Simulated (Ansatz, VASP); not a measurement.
**One calculation of Zr, two programs**

```xyz
2
Lattice="3.2745 0.0000 0.0000 -1.6373 2.8358 0.0000 0.0000 0.0000 5.2147" Properties=species:S:1:pos:R:3 pbc="T T T"
Zr    0.0000    1.8906    1.3037
Zr    1.6373    0.9453    3.9110
```

Change from the starting cell: volume scaled by 1.04, crystal datasets.

Alike in both runs: task electric field gradients; functional PBEsol; k mesh 13 × 13 × 7; occupations fermi-dirac, width 0.08 eV; no spin polarisation.

|  | VASP | Ansatz |
| --- | --- | --- |
| version | VASP 6.6.1 | Ansatz 0.2.0 |
| potentials or method | VASP PAW PBE potentials, release 64 (Zr_sv), cutoff 520 eV | all-electron PAW with datasets made for the crystal, scalar-relativistic |

```tsv
	VASP	Ansatz	Ansatz less VASP
pressure (GPa)	-6.5	-6.5	-0.02
traceless stress, the component that is largest in VASP (GPa)	0.24	0.24	-0.002
size of Vzz on the site where it differs most (V/Å²)	38.0	38.8	+0.72
```

VASP's potentials were made for PBE, not for PBEsol. Ansatz ran all-electron here, and VASP with PAW potentials.
